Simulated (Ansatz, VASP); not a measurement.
# One calculation of I, two programs

```
CELL_PARAMETERS angstrom
0.00000 3.01823 3.01823
3.01823 0.00000 3.01823
3.01823 3.01823 0.00000
ATOMIC_POSITIONS crystal
I 0.87500 0.87500 0.87500
I 0.12500 0.12500 0.12500
```

Change from the starting cell: volume scaled by 0.45, norm-conserving files.

Alike in both runs: task single point; functional PBE; k mesh 10 × 10 × 10; occupations fermi-dirac, width 0.1 eV; no spin polarisation.

|  | VASP | Ansatz |
| --- | --- | --- |
| version | VASP 6.6.1 | Ansatz 0.2.0 |
| potentials or method | VASP PAW PBE potentials, release 64 (I) | norm-conserving pseudopotentials, scalar-relativistic |
| plane-wave cutoff (eV) | 520 | 952 |
| valence electrons in the cell | 14 | 14 |

```tsv
	VASP	Ansatz	Ansatz less VASP
pressure (GPa)	52.7	52.6	-0.06
```

Both programs put the cell under a high pressure, so it lies far from rest at this level.

Spin-orbit coupling is off throughout.
